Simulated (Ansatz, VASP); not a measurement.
CdS in VASP and in Ansatz

```xyz
2
Lattice="0.0000 2.9126 2.9126 2.9126 0.0000 2.9126 2.9126 2.9126 0.0000" Properties=species:S:1:pos:R:3 pbc="T T T"
Cd    0.0000    0.0000    0.0000
S     1.4563    1.4563    1.4563
```

Alike in both runs: functional PBEsol; k mesh 8 × 8 × 8; occupations gaussian, width 0.02 eV; no spin polarisation.

Ansatz relaxed the structure, and its values are those at the end. VASP's run is a single point on that final structure, the one shown.

|  | VASP | Ansatz |
| --- | --- | --- |
| version | VASP 6.6.1 | Ansatz 0.2.0 |
| potentials or method | VASP PAW PBE potentials, release 64 (Cd, S), cutoff 500 eV | scalar-relativistic, plane waves, PAW |
| valence electrons in the cell | 18 | 26 |

```tsv
	VASP	Ansatz	Ansatz less VASP
gap on the k mesh at the Fermi level (eV)	1.02	1.01	-0.006
least direct gap on the mesh (eV)	1.02	1.01	-0.006
pressure (GPa)	0.4	0.0	-0.37
```

VASP's potentials were made for PBE, not for PBEsol, and Ansatz warns of the same on its side. VASP's potentials hold 18 valence electrons a cell and Ansatz's 26, so a difference there can come from the potentials and not from the codes.
